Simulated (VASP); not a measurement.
# C2H2 in VASP: further runs

The runs below take C2H2 through single point, with PBE.

Program: VASP 6.6.1. These are calculated values, not measurements. Logs are shortened: lines on timing, memory, paths and dates and some standing lists are left out, and cuts for length are marked.

## Step 1: The cell of the first run

The cell holds a molecule in a box, 4 atoms: a = 10.000 Å, b = 13.000 Å, c = 11.000 Å, α = 90.00°, β = 90.00°, γ = 90.00°.

## Step 2: Single point, PBE (last atom moved by 0.04 Å along z)

Contents of INCAR:

```
  ADDGRID = False
  ALGO = Normal
  EDIFF = 1E-6
  EFERMI = MIDGAP
  ENCUT = 520
  GGA = PE
  GGA_COMPAT = False
  ISIF = 0
  ISMEAR = 0
  LASPH = True
  LCHARG = False
  LREAL = Auto
  LWAVE = False
  NBANDS = 17
  NELM = 120
  NELMDL = -8
  PREC = Accurate
  ROPT = -0.00025 -0.00025
  SIGMA = 0.03
```

Contents of KPOINTS:

```
k-points
0
Gamma
  1 1 1
```

Contents of POSCAR:

```
HC
1.0
   10.0000000000      0.0000000000      0.0000000000
    0.0000000000     13.0000000000      0.0000000000
    0.0000000000      0.0000000000     11.0000000000
C H
2 2
Direct
    0.5168500000      0.4599153800      0.5213090900
    0.4857500000      0.5433153800      0.4848727300
    0.5445200000      0.3857307700      0.5537181800
    0.4580800000      0.6175000000      0.4561000000
```

Potentials or basis: VASP PAW PBE potentials, release 64 (C, H).

Started as:

```
$ cat potpaw_PBE.64/C/POTCAR potpaw_PBE.64/H/POTCAR > POTCAR
$ mpirun -np 1 vasp_gam > vasp.out
```

OUTCAR:

```text
EDIFF = 1E-6
   EFERMI = MIDGAP
   ENCUT = 520
   GGA = PE
   ISIF = 0
   ISMEAR = 0
   LASPH = True
   LREAL = Auto
   NELM = 120
   NELMDL = -8
   PREC = Accurate

 Found      1 irreducible k-points:

 Following reciprocal coordinates:
            Coordinates               Weight
  0.000000  0.000000  0.000000      1.000000
   k-points           NKPTS =      1   k-points in BZ     NKDIM =      1   number of bands    NBANDS=     17
   number of dos      NEDOS =    301   number of ions     NIONS =      4
   total plane-waves  NPLWV = 658560
   dimension x,y,z NGX =    80 NGY =   98 NGZ =   84
   dimension x,y,z NGXF=   160 NGYF=  196 NGZF=  168
   ions per type =               2   2
   NGX,Y,Z   is equivalent  to a cutoff of  13.30, 12.53, 12.70 a.u.
   NGXF,Y,Z  is equivalent  to a cutoff of  26.60, 25.06, 25.39 a.u.
 SYSTEM =  unknown system
   PREC   = accura    normal or accurate (medium, high low for compatibility)
   ISTART =      0    job   : 0-new  1-cont  2-samecut
   ICHARG =      2    charge: 1-file 2-atom 10-const
   ISPIN  =      1    spin polarized calculation?
   LNONCOLLINEAR =      F non collinear calculations
   LSORBIT =      F    spin-orbit coupling
   LASPH  =      T    aspherical Exc in radial PAW
   ENCUT  =  520.0 eV  38.22 Ry    6.18 a.u.  18.59 24.17 20.45*2*pi/ulx,y,z
   NELM   =    120;   NELMIN=  2; NELMDL= -8     # of ELM steps
   EDIFF  = 0.1E-05   stopping-criterion for ELM
   LREAL  =      T    real-space projection
   EDIFFG = 0.1E-04   stopping-criterion for IOM
   NSW    =      0    number of steps for IOM
   IBRION =     -1    ionic relax: 0-MD 1-quasi-New 2-CG
   NFREE  =      0    steps in history (QN), initial steepest desc. (CG)
   ISIF   =      0    stress and relaxation
   ISYM   =      2    0-nonsym 1-usesym 2-fastsym
   POTIM  = 0.5000    time-step for ionic-motion
   TEBEG  =    0.0;   TEEND  =   0.0 temperature during run

   SCALEE = 1.0000    scale energy and forces
   PSTRESS=    0.0 pullay stress
   NELECT =      10.0000    total number of electrons
   NUPDOWN=      -1.0000    fix difference up-down
   EMIN   =  10.00;   EMAX   =-10.00  energy-range for DOS
   EFERMI =   0.00;   METHOD = MIDGAP
   ISMEAR =     0;   SIGMA  =   0.03  broadening in eV -4-tet -1-fermi 0-gaus
   EFERMI_NEDOS =   21; number of points for ismear=-14 and -15
   IALGO  =     38    algorithm
   IMIX   =      4    mixing-type and parameters
     AMIX     =   0.40;   BMIX     =  1.00
     AMIX_MAG =   1.60;   BMIX_MAG =  1.00
  volume/ion in A,a.u.               =     357.50      2412.53
  Fermi-wavevector in a.u.,A,eV,Ry     =   0.313061  0.591600  1.333472  0.098007
  Thomas-Fermi vector in A             =   1.193077
   LORBIT       =      0    0 simple, 1 ext, 2 COOP (PROOUT), +10 PAW based schemes
   GGA     = PE    functional components
   LHFCALC =     F    Hartree Fock is set to
   AEXX    =    0.0000 exact exchange contribution
   IVDW    =     0    specifies the selected vdW correction
   LEPSILON=     F    determine dielectric tensor
   LRPA    =     F    only Hartree local field effects (RPA)

   CSHIFT  =0.1000    complex shift for real part using Kramers Kronig

   OMEGAMAX=  -1.0    maximum frequency
 non-spin polarized calculation
 Gauss-broadening in eV      SIGMA  =   0.03
  energy-cutoff  :      520.00
  volume of cell :     1430.00
 maximum number of plane-waves:     19293
 NGX is ok and might be reduce to    80
   NGX = 37   NGY = 49   NGZ = 41

 number of electron      10.0000000 magnetization

 Free energy of the ion-electron system (eV)
  ---------------------------------------------------
  ext. energy  EPLUGINS =         0.00000000
  ---------------------------------------------------
  free energy    TOTEN  =       -22.94207639 eV

  energy without entropy =      -22.94207639  energy(sigma->0) =      -22.94207639

 E-fermi :  -3.6871     XC(G=0):  -0.5732

 val. band max:       -7.0864861616   @ k =   0.0000   0.0000   0.0000
 cond. band min:      -0.2876928245   @ k =   0.0000   0.0000   0.0000
 fundamental gap:      6.7987933371
 Fermi energy:        -3.6870894931

 k-point     1 :       0.0000    0.0000    0.0000
  band No.  band energies     occupation
      1     -18.5221      2.00000
      2     -13.9396      2.00000
      3     -12.0853      2.00000
      4      -7.0869      2.00000
      5      -7.0865      2.00000
      6      -0.2877      0.00000
      7      -0.2549      0.00000
      8      -0.2429      0.00000
      9       0.2847      0.00000
     10       0.7159      0.00000
     11       0.9136      0.00000
     12       1.0579      0.00000
     13       1.1307      0.00000
     14       1.2998      0.00000
     15       1.6221      0.00000
     16       1.6820      0.00000
     17       1.9206      0.00000

------------------------ aborting loop because EDIFF is reached ----------------------------------------

 VOLUME and BASIS-vectors are now :
 -----------------------------------------------------------------------------
  energy-cutoff  :      520.00
  volume of cell :     1430.00
      direct lattice vectors                 reciprocal lattice vectors
    10.000000000  0.000000000  0.000000000     0.100000000  0.000000000  0.000000000
     0.000000000 13.000000000  0.000000000     0.000000000  0.076923077  0.000000000
     0.000000000  0.000000000 11.000000000     0.000000000  0.000000000  0.090909091

 POSITION                                       TOTAL-FORCE (eV/Angst)
 -----------------------------------------------------------------------------------
      5.16850      5.97890      5.73440         0.223400     -0.791796      0.280860
      4.85750      7.06310      5.33360        -0.090689      0.339739     -0.061879
      5.44520      5.01450      6.09090         0.051405     -0.181367      0.047249
      4.58080      8.02750      5.01710        -0.184116      0.633424     -0.266231
 -----------------------------------------------------------------------------------
    total drift:                                0.004748      0.004248      0.001391

  FREE ENERGIE OF THE ION-ELECTRON SYSTEM (eV)
  ---------------------------------------------------
  free  energy   TOTEN  =       -22.9420763942 eV

  energy  without entropy=      -22.9420763942  energy(sigma->0) =      -22.94207639
```

It took 66 s on 1 thread of Intel Xeon 6975P-C (Granite Rapids), shared host; peak memory 1.1 GiB.

What came out:

* Free energy: -22.9421 eV
* Largest force: 0.869 eV/Å
* Gap between the frontier levels: 6.80 eV

Forces in eV/Å, atoms in the order of the input:
```
C    0.223 -0.792  0.281
C   -0.091  0.340 -0.062
H    0.051 -0.181  0.047
H   -0.184  0.633 -0.266
```

Levels at points of the mesh, in eV from the valence-band top:
| k point | band 2 | band 3 | band 4 | band 5 | band 6 | band 7 | band 8 | band 9 |
| --- | --- | --- | --- | --- | --- | --- | --- | --- |
| (0.00, 0.00, 0.00) | -6.85 | -5.00 | 0.00 | 0.00 | 6.80 | 6.83 | 6.84 | 7.37 |

Caveat: the cell differs from its parent crystal (last atom moved by 0.04 Å along z).

## Step 3: Single point, PBE (last atom moved by 0.04 Å along z)

Contents of INCAR:

```
  ADDGRID = False
  ALGO = Normal
  EDIFF = 1E-6
  EFERMI = MIDGAP
  ENCUT = 720
  GGA = PE
  GGA_COMPAT = False
  ISIF = 0
  ISMEAR = 0
  LASPH = True
  LCHARG = False
  LREAL = False
  LWAVE = False
  NBANDS = 29
  NELM = 120
  NELMDL = -8
  PREC = Accurate
  SIGMA = 0.03
```

KPOINTS is that of step 2.

POSCAR is that of step 2.

Potentials or basis: VASP PAW PBE potentials, release 64 (C, H).

Started as:

```
$ cat potpaw_PBE.64/C/POTCAR potpaw_PBE.64/H/POTCAR > POTCAR
$ mpirun -np 1 vasp_gam > vasp.out
```

Run time: 2.3 min. Hardware: 1 thread of Intel Xeon 6975P-C (Granite Rapids), shared host; peak memory 1.6 GiB.

The run converged. Its results:

| Item | Value |
| --- | --- |
| Free energy | -22.9548 eV |
| Largest force | 0.861 eV/Å |
| Gap between the frontier levels | 6.80 eV |

Forces in eV/Å, atoms in the order of the input:
```
C    0.225 -0.784  0.276
C   -0.094  0.329 -0.057
H    0.050 -0.172  0.044
H   -0.181  0.627 -0.263
```

Levels at points of the mesh, in eV from the valence-band top:
| k point | band 2 | band 3 | band 4 | band 5 | band 6 | band 7 | band 8 | band 9 |
| --- | --- | --- | --- | --- | --- | --- | --- | --- |
| (0.00, 0.00, 0.00) | -6.85 | -5.00 | 0.00 | 0.00 | 6.80 | 6.83 | 6.84 | 7.37 |

Caveat: the cell differs from its parent crystal (last atom moved by 0.04 Å along z).
